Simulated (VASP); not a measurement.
# PbF2 (Pnma) in VASP: further runs

Runs on PbF2. Level: PBE. Tasks: relaxation of shape and atoms at fixed volume, single point.

Program: VASP 6.6.1. These are calculated values, not measurements. Logs are shortened: lines on timing, memory, paths and dates and some standing lists are left out, and cuts for length are marked.

**1. The cell of the first run**

Symmetry: Pnma, No. 62, orthorhombic system. The conventional cell has a = 5.978 Å, b = 3.700 Å, c = 7.358 Å, α = 90.00°, β = 90.00°, γ = 90.00°. Pb (site symmetry m) has 9 F at 2.37 to 2.72 Å within 3.1 Å. Within 3.1 Å of F (site symmetry m) lie 4 Pb at 2.37 to 2.43 Å and 8 F at 2.69 to 2.96 Å. F (site symmetry m) has 5 Pb at 2.48 to 2.72 Å and 10 F at 2.77 to 3.22 Å within 3.3 Å.

**2. Relaxation of shape and atoms at fixed volume, PBE (13.56 Å³/atom)**

INCAR

```
SYSTEM = PbF2
  PREC = Accurate
  ENCUT = 600
  EDIFF = 1E-7
  ISMEAR = 0
  SIGMA = 0.05
  LREAL = .False.
  LASPH = .True.
  NELM = 120
  ALGO = Normal
  ISIF = 4
  LWAVE = .False.
  LCHARG = .False.
  GGA = PE
  IBRION = 2
  NSW = 60
  EDIFFG = -0.01
  GGA_COMPAT = .False.
  NELMIN = 4
  KPAR = 4
```

KPOINTS

```
regular mesh
0
Gamma
  4 6 4
  0 0 0
```

POSCAR

```
PbF2
1.0
    5.9779463518      0.0000000000      0.0000000000
    0.0000000000      3.7003803272      0.0000000000
    0.0000000000      0.0000000000      7.3582268478
Pb F
4 8
Direct
    0.7440909691      0.7500000000      0.1171790353
    0.2559090309      0.2500000000      0.8828209647
    0.7559090309      0.2500000000      0.6171790353
    0.2440909691      0.7500000000      0.3828209647
    0.1437833058      0.7500000000      0.0621973254
    0.8562166942      0.2500000000      0.9378026746
    0.3562166942      0.2500000000      0.5621973254
    0.6437833058      0.7500000000      0.4378026746
    0.5415867631      0.7500000000      0.8237470892
    0.4584132369      0.2500000000      0.1762529108
    0.9584132369      0.2500000000      0.3237470892
    0.0415867631      0.7500000000      0.6762529108
```

Potentials or basis: VASP PAW PBE potentials, release 64 (Pb_d, F).

Launch:

```bash
$ cat potpaw_PBE.64/Pb_d/POTCAR potpaw_PBE.64/F/POTCAR > POTCAR
$ mpirun -np 4 vasp_std > vasp.out
```

OUTCAR:

```text
SYSTEM = PbF2
   PREC = Accurate
   ENCUT = 600
   EDIFF = 1E-7
   ISMEAR = 0
   LREAL = .False.
   LASPH = .True.
   NELM = 120
   ISIF = 4
   GGA = PE
   IBRION = 2
   NSW = 60
   EDIFFG = -0.01
   NELMIN = 4

 ion  position               nearest neighbor table
   1  0.744  0.750  0.117-   6 2.37   6 2.37   5 2.42   8 2.43   9 2.48  10 2.56  10 2.56  11 2.72
                            11 2.72   4 3.57   4 3.57   2 3.86   2 3.86   2 3.97   2 3.97   3 4.12
   2  0.256  0.250  0.883-   5 2.37   5 2.37   6 2.42   7 2.43  10 2.48   9 2.56   9 2.56  12 2.72
                            12 2.72   3 3.57   3 3.57   1 3.86   1 3.86   1 3.97   1 3.97   4 4.12
   3  0.756  0.250  0.617-   8 2.37   8 2.37   7 2.42   6 2.43  11 2.48  12 2.56  12 2.56   9 2.72
                             9 2.72   2 3.57   2 3.57   4 3.86   4 3.86   4 3.97   4 3.97   1 4.12
   4  0.244  0.750  0.383-   7 2.37   7 2.37   8 2.42   5 2.43  12 2.48  11 2.56  11 2.56  10 2.72
                            10 2.72   1 3.57   1 3.57   3 3.86   3 3.86   3 3.97   3 3.97   2 4.12
   5  0.144  0.750  0.062-   2 2.37   2 2.37   1 2.42   4 2.43
   6  0.856  0.250  0.938-   1 2.37   1 2.37   2 2.42   3 2.43
   7  0.356  0.250  0.562-   4 2.37   4 2.37   3 2.42   2 2.43
   8  0.644  0.750  0.438-   3 2.37   3 2.37   4 2.42   1 2.43
   9  0.542  0.750  0.824-   1 2.48   2 2.56   2 2.56   3 2.72   3 2.72
  10  0.458  0.250  0.176-   2 2.48   1 2.56   1 2.56   4 2.72   4 2.72
  11  0.958  0.250  0.324-   3 2.48   4 2.56   4 2.56   1 2.72   1 2.72
  12  0.042  0.750  0.676-   4 2.48   3 2.56   3 2.56   2 2.72   2 2.72

  LATTYP: Found a simple orthorhombic cell.
 ALAT       =     3.7003803272
 B/A-ratio  =     1.6154951176
 C/A-ratio  =     1.9885055581

  Lattice vectors:

 A1 = (   0.0000000000,  -3.7003803272,   0.0000000000)
 A2 = (   5.9779463518,   0.0000000000,   0.0000000000)
 A3 = (   0.0000000000,   0.0000000000,   7.3582268478)

Analysis of symmetry for initial positions (statically):
=====================================================================
 Subroutine PRICEL returns:
 Original cell was already a primitive cell.

 Routine SETGRP: Setting up the symmetry group for a
 simple orthorhombic supercell.

 Subroutine GETGRP returns: Found  8 space group operations
 (whereof  2 operations were pure point group operations)
 out of a pool of  8 trial point group operations.

The static configuration has the point symmetry S_2 .
 The point group associated with its full space group is D_2h.

Analysis of symmetry for dynamics (positions and initial velocities):
=====================================================================
 Subroutine PRICEL returns:
 Original cell was already a primitive cell.

 Routine SETGRP: Setting up the symmetry group for a
 simple orthorhombic supercell.

 Subroutine GETGRP returns: Found  8 space group operations
 (whereof  2 operations were pure point group operations)
 out of a pool of  8 trial point group operations.

The dynamic configuration has the point symmetry S_2 .
 The point group associated with its full space group is D_2h.

 Subroutine INISYM returns: Found  8 space group operations
 (whereof  2 operations are pure point group operations),
 and found     1 'primitive' translations

----------------------------------------------------------------------------------------

                                     Primitive cell

  volume of cell :     162.7689

  direct lattice vectors                    reciprocal lattice vectors
     5.977946352  0.000000000  0.000000000     0.167281528  0.000000000  0.000000000
     0.000000000  3.700380327  0.000000000     0.000000000  0.270242492  0.000000000
     0.000000000  0.000000000  7.358226848     0.000000000  0.000000000  0.135902306

  length of vectors
     5.977946352  3.700380327  7.358226848     0.167281528  0.270242492  0.135902306

  position of ions in fractional coordinates (direct lattice)
     0.744090969  0.750000000  0.117179035
     0.255909031  0.250000000  0.882820965
     0.755909031  0.250000000  0.617179035
     0.244090969  0.750000000  0.382820965
     0.143783306  0.750000000  0.062197325
     0.856216694  0.250000000  0.937802675
     0.356216694  0.250000000  0.562197325
     0.643783306  0.750000000  0.437802675
[... 41 lines left out ...]
 Subroutine IBZKPT returns following result:
 ===========================================

 Found     36 irreducible k-points:

 Following reciprocal coordinates:
            Coordinates               Weight
  0.000000  0.000000  0.000000      1.000000
  0.250000  0.000000  0.000000      2.000000
  0.500000  0.000000  0.000000      1.000000
  0.000000  0.166667  0.000000      2.000000
  0.250000  0.166667  0.000000      4.000000
  0.500000  0.166667  0.000000      2.000000
[... 16 lines left out ...]
  0.250000  0.500000  0.250000      4.000000
  0.500000  0.500000  0.250000      2.000000
 [... further k-points ...]
   k-points           NKPTS =     36   k-points in BZ     NKDIM =     36   number of bands    NBANDS=     67
   number of dos      NEDOS =    301   number of ions     NIONS =     12
   total plane-waves  NPLWV =  86400
   dimension x,y,z NGX =    48 NGY =   30 NGZ =   60
   dimension x,y,z NGXF=    96 NGYF=   60 NGZF=  120
   ions per type =               4   8
   NGX,Y,Z   is equivalent  to a cutoff of  13.35, 13.48, 13.56 a.u.
   NGXF,Y,Z  is equivalent  to a cutoff of  26.70, 26.96, 27.11 a.u.
 SYSTEM =  PbF2
   PREC   = accura    normal or accurate (medium, high low for compatibility)
   ISTART =      0    job   : 0-new  1-cont  2-samecut
   ICHARG =      2    charge: 1-file 2-atom 10-const
   ISPIN  =      1    spin polarized calculation?
   LNONCOLLINEAR =      F non collinear calculations
   LSORBIT =      F    spin-orbit coupling
   LASPH  =      T    aspherical Exc in radial PAW
   ENCUT  =  600.0 eV  44.10 Ry    6.64 a.u.  11.94  7.39 14.70*2*pi/ulx,y,z
   NELM   =    120;   NELMIN=  4; NELMDL= -5     # of ELM steps
   EDIFF  = 0.1E-06   stopping-criterion for ELM
   LREAL  =      F    real-space projection
   EDIFFG = -.1E-01   stopping-criterion for IOM
   NSW    =     60    number of steps for IOM
   IBRION =      2    ionic relax: 0-MD 1-quasi-New 2-CG
   NFREE  =      1    steps in history (QN), initial steepest desc. (CG)
   ISIF   =      4    stress and relaxation
   ISYM   =      2    0-nonsym 1-usesym 2-fastsym
   POTIM  = 0.5000    time-step for ionic-motion
   TEBEG  =    0.0;   TEEND  =   0.0 temperature during run
   PSTRESS=    0.0 pullay stress
   NELECT =     112.0000    total number of electrons
   NUPDOWN=      -1.0000    fix difference up-down
   EMIN   =  10.00;   EMAX   =-10.00  energy-range for DOS
   EFERMI =   0.00;   METHOD = LEGACY
   ISMEAR =     0;   SIGMA  =   0.05  broadening in eV -4-tet -1-fermi 0-gaus
   EFERMI_NEDOS =   21; number of points for ismear=-14 and -15
   IALGO  =     38    algorithm
   IMIX   =      4    mixing-type and parameters
     AMIX     =   0.40;   BMIX     =  1.00
     AMIX_MAG =   1.60;   BMIX_MAG =  1.00
  volume/ion in A,a.u.               =      13.56        91.53
  Fermi-wavevector in a.u.,A,eV,Ry     =   1.445297  2.731215 28.420970  2.088882
  Thomas-Fermi vector in A             =   2.563494
   LORBIT       =      0    0 simple, 1 ext, 2 COOP (PROOUT), +10 PAW based schemes
   GGA     = PE    functional components
   LHFCALC =     F    Hartree Fock is set to
   AEXX    =    0.0000 exact exchange contribution
   IVDW    =     0    specifies the selected vdW correction
   LEPSILON=     F    determine dielectric tensor
   LRPA    =     F    only Hartree local field effects (RPA)
 conjugate gradient relaxation of ions
 non-spin polarized calculation
 Gauss-broadening in eV      SIGMA  =   0.05
  energy-cutoff  :      600.00
  volume of cell :      162.77
 maximum number of plane-waves:      5468
 NGX is ok and might be reduce to    48
   NGX = 23   NGY = 15   NGZ = 29

--------------------------------------- Ionic step        1  -------------------------------------------

 number of electron     111.9999974 magnetization

 Free energy of the ion-electron system (eV)
  ---------------------------------------------------
  ext. energy  EPLUGINS =         0.00000000
  ---------------------------------------------------
  free energy    TOTEN  =       -55.30903653 eV

  energy without entropy =      -55.30903653  energy(sigma->0) =      -55.30903653

------------------------ aborting loop because EDIFF is reached ----------------------------------------

  FORCE on cell =-STRESS in cart. coord.  units (eV):
  Direction    XX          YY          ZZ          XY          YZ          ZX
  --------------------------------------------------------------------------------------
  -------------------------------------------------------------------------------------
  Total       18.8050009     19.7628143     19.8532824      0.0000000      0.0000000      0.0000000
  in kB      185.1025460    194.5305536    195.4210547      0.0000000      0.0000000      0.0000000
  external PRESSURE =     191.6847181 kB  Pullay stress =       0.0000000 kB
[... 119 lines left out ...]
  FREE ENERGIE OF THE ION-ELECTRON SYSTEM (eV)
  ---------------------------------------------------
  free  energy   TOTEN  =       -55.3257870645 eV

  energy  without entropy=      -55.3257870645  energy(sigma->0) =      -55.32578706

[... ionic steps 4 to 12 ...]

--------------------------------------- Ionic step       13  -------------------------------------------

 number of electron     112.0000048 magnetization

------------------------ aborting loop because EDIFF is reached ----------------------------------------
[... 87 lines left out ...]
--------------------------------------- Ionic step       15  -------------------------------------------

 number of electron     112.0000049 magnetization

 Free energy of the ion-electron system (eV)
  ---------------------------------------------------
  ext. energy  EPLUGINS =         0.00000000
  ---------------------------------------------------
  free energy    TOTEN  =       -55.35645905 eV

  energy without entropy =      -55.35645905  energy(sigma->0) =      -55.35645905

 E-fermi :   5.0565     XC(G=0): -10.9515

 val. band max:        4.7379728597   @ k =   0.0000   0.5000   0.2500
 cond. band min:       8.7679737688   @ k =   0.0000   0.0000   0.0000
 fundamental gap:      4.0300009091
 Fermi energy:         5.0564902801

 k-point     1 :       0.0000    0.0000    0.0000
  band No.  band energies     occupation
      1     -17.7530      2.00000
      2     -17.5163      2.00000
      3     -17.2308      2.00000
      4     -17.2283      2.00000
      5     -16.6977      2.00000
      6     -16.6124      2.00000
[... 1669 lines left out ...]
     66      12.9294      0.00000
     67      12.9294      0.00000

 [... further k-points ...]

------------------------ aborting loop because EDIFF is reached ----------------------------------------

  FORCE on cell =-STRESS in cart. coord.  units (eV):
  Direction    XX          YY          ZZ          XY          YZ          ZX
  --------------------------------------------------------------------------------------
  -------------------------------------------------------------------------------------
  Total       17.3144247     17.3111611     17.2967179     -0.0000000      0.0000000      0.0000000
  in kB      170.4304141    170.3982900    170.2561218     -0.0000000      0.0000000      0.0000000
  external PRESSURE =     170.3616086 kB  Pullay stress =       0.0000000 kB
[... 27 lines left out ...]
  FREE ENERGIE OF THE ION-ELECTRON SYSTEM (eV)
  ---------------------------------------------------
  free  energy   TOTEN  =       -55.3564590502 eV

  energy  without entropy=      -55.3564590502  energy(sigma->0) =      -55.35645905

 reached required accuracy - stopping structural energy minimisation
```

Wall time 36 min (4 MPI ranks of AMD EPYC 7R43 (Zen 3), shared host); peak memory 0.5 GiB.

Results:

```yaml
Free_energy: -55.3565 eV
Energy_gained_by_relaxing: 4.0 meV/atom
Ionic_steps: 15
Pressure_after_relaxing: 17.0 GPa
Largest_force_after_relaxing: 0.004 eV/Å
Band_gap_on_the_k_mesh: 4.03 eV (least direct gap 4.13 eV)
```

Forces in eV/Å, atoms in the order of the input:
```
Pb   0.002  0.000  0.003
Pb  -0.002  0.000 -0.003
Pb  -0.002  0.000  0.003
Pb   0.002  0.000 -0.003
F    0.004  0.000 -0.002
F   -0.004  0.000  0.002
F   -0.004  0.000 -0.002
F    0.004  0.000  0.002
F    0.001  0.000  0.002
F   -0.001  0.000 -0.002
F   -0.001  0.000  0.002
F    0.001  0.000 -0.002
```

Step by step:
```csv
step,energy change (eV),largest force (eV/Å),pressure (GPa),volume (Å³)
1,0.0000,0.1419,19.17,162.77
2,-0.0082,0.1142,18.98,162.77
3,-0.0168,0.1147,18.57,162.77
4,-0.0242,0.0910,18.38,162.77
5,-0.0320,0.0695,17.95,162.77
6,-0.0388,0.0379,17.72,162.77
7,-0.0414,0.0615,17.44,162.77
8,-0.0438,0.0444,17.29,162.77
9,-0.0444,0.0444,17.18,162.77
10,-0.0460,0.0240,17.09,162.77
11,-0.0462,0.0257,17.05,162.77
12,-0.0469,0.0161,17.04,162.77
13,-0.0473,0.0185,17.02,162.77
14,-0.0473,0.0120,17.05,162.77
15,-0.0474,0.0041,17.04,162.77
```

Final structure:
```yaml
crystal:
  lattice:
    - [5.78659, 0.00000, 0.00000]
    - [0.00000, 3.76886, 0.00000]
    - [0.00000, 0.00000, 7.46344]
  atoms:
    - { symbol: Pb, position: [0.73814, 0.75000, 0.11548] }
    - { symbol: Pb, position: [0.26186, 0.25000, 0.88452] }
    - { symbol: Pb, position: [0.76186, 0.25000, 0.61548] }
    - { symbol: Pb, position: [0.23814, 0.75000, 0.38452] }
    - { symbol: F, position: [0.15096, 0.75000, 0.06329] }
    - { symbol: F, position: [0.84904, 0.25000, 0.93671] }
    - { symbol: F, position: [0.34904, 0.25000, 0.56329] }
    - { symbol: F, position: [0.65096, 0.75000, 0.43671] }
    - { symbol: F, position: [0.54872, 0.75000, 0.80821] }
    - { symbol: F, position: [0.45128, 0.25000, 0.19179] }
    - { symbol: F, position: [0.95128, 0.25000, 0.30821] }
    - { symbol: F, position: [0.04872, 0.75000, 0.69179] }
```

Levels at points of the mesh, in eV from the valence-band top:
| k point | band 52 | band 53 | band 54 | band 55 | band 56 | band 57 | band 58 | band 59 | band 60 | band 61 |
| --- | --- | --- | --- | --- | --- | --- | --- | --- | --- | --- |
| (0.00, 0.00, 0.00) | -2.31 | -2.28 | -0.65 | -0.38 | -0.10 | 4.03 | 5.30 | 5.34 | 6.60 | 6.76 |
| (0.50, 0.00, 0.00) | -2.33 | -1.17 | -1.17 | -0.29 | -0.29 | 4.08 | 4.08 | 5.56 | 5.56 | 7.25 |
| (0.00, 0.50, 0.00) | -2.24 | -1.20 | -1.20 | 0.00 | 0.00 | 5.05 | 5.05 | 6.11 | 6.11 | 6.51 |
| (0.50, 0.50, 0.00) | -2.28 | -0.56 | -0.56 | -0.56 | -0.56 | 4.88 | 4.88 | 4.88 | 4.88 | 7.14 |
| (0.00, 0.00, 0.50) | -2.32 | -1.40 | -1.40 | -0.21 | -0.21 | 4.52 | 4.52 | 6.42 | 6.42 | 6.84 |
| (0.50, 0.00, 0.50) | -2.30 | -0.85 | -0.85 | -0.55 | -0.55 | 4.56 | 4.56 | 4.72 | 4.72 | 7.63 |
| (0.00, 0.50, 0.50) | -2.24 | -0.82 | -0.82 | -0.01 | -0.01 | 4.60 | 4.60 | 6.24 | 6.24 | 6.57 |
| (0.50, 0.50, 0.50) | -2.31 | -0.44 | -0.44 | -0.44 | -0.44 | 4.79 | 4.79 | 4.79 | 4.79 | 7.23 |

Caveat: spin-orbit coupling is left out, which moves the levels of the heavy elements.

**3. Single point, PBE (15.60 Å³/atom)**

This run uses another cell than the first one, of 15.60 Å³/atom.

INCAR

```
PREC = Accurate ; ENCUT = 600
EDIFF = 1E-6 ; ISMEAR = 0
SIGMA = 0.05 ; LREAL = F
LASPH = T ; NELM = 120
ALGO = Normal ; ISIF = 2
LWAVE = F ; LCHARG = F
GGA = PE ; NBANDS = 68
GGA_COMPAT = F
```

KPOINTS

```
Automatic mesh
0
Gamma
  4 6 4
```

POSCAR

```
PbF2
1.0
    6.3714934819      0.0000000000      0.0000000000
    0.0000000000      3.8584435836      0.0000000000
    0.0000000000      0.0000000000      7.6140546885
Pb F
4 8
Direct
    0.7450935371      0.7500000000      0.1089512707
    0.2549064629      0.2500000000      0.8910487293
    0.7549064629      0.2500000000      0.6089512707
    0.2450935371      0.7500000000      0.3910487293
    0.1407982284      0.7500000000      0.0654181262
    0.8592017716      0.2500000000      0.9345818738
    0.3592017716      0.2500000000      0.5654181262
    0.6407982284      0.7500000000      0.4345818738
    0.5294348713      0.7500000000      0.8397880890
    0.4705651287      0.2500000000      0.1602119110
    0.9705651287      0.2500000000      0.3397880890
    0.0294348713      0.7500000000      0.6602119110
```

Potentials or basis: VASP PAW PBE potentials, release 64 (Pb_d, F).

Launch:

```bash
$ cat potpaw_PBE.64/Pb_d/POTCAR potpaw_PBE.64/F/POTCAR > POTCAR
$ mpirun -np 1 vasp_std > vasp.out
```

It took 6.7 min on 1 thread of Intel Xeon Platinum 8488C (Sapphire Rapids), shared host; peak memory 0.57 GiB.

The run converged. Its results:

```yaml
Free_energy: -56.9412 eV
Pressure: 4.1 GPa
Largest_force: 0.022 eV/Å
Band_gap_on_the_k_mesh: 4.24 eV (least direct gap 4.53 eV)
```

Forces in eV/Å, atoms in the order of the input:
```
Pb  -0.001  0.000  0.022
Pb   0.001  0.000 -0.022
Pb   0.001  0.000  0.022
Pb  -0.001  0.000 -0.022
F    0.002  0.000  0.013
F   -0.002  0.000 -0.013
F   -0.002  0.000  0.013
F    0.002  0.000 -0.013
F   -0.001  0.000 -0.005
F    0.001  0.000  0.005
F    0.001  0.000 -0.005
F   -0.001  0.000  0.005
```

Levels at points of the mesh, in eV from the valence-band top:
```
           k point  band 53  band 54  band 55  band 56  band 57  band 58  band 59  band 60
(0.00, 0.00, 0.00)    -1.82    -0.32    -0.30    -0.29     4.24     4.97     5.61     5.77
(0.50, 0.00, 0.00)    -0.97    -0.97    -0.27    -0.27     4.40     4.40     5.44     5.44
(0.00, 0.50, 0.00)    -0.78    -0.78    -0.11    -0.11     4.85     4.85     5.66     5.66
(0.50, 0.50, 0.00)    -0.52    -0.52    -0.52    -0.52     4.92     4.92     4.92     4.92
(0.00, 0.00, 0.50)    -1.19    -1.19    -0.18    -0.18     4.84     4.84     6.04     6.04
(0.50, 0.00, 0.50)    -0.63    -0.63    -0.57    -0.57     4.78     4.78     4.92     4.92
(0.00, 0.50, 0.50)    -0.52    -0.52    -0.17    -0.17     4.44     4.44     6.08     6.08
(0.50, 0.50, 0.50)    -0.46    -0.46    -0.46    -0.46     4.82     4.82     4.82     4.82
```

Caveat: the cell stands under pressure; spin-orbit coupling is left out, which moves the levels of the heavy elements.
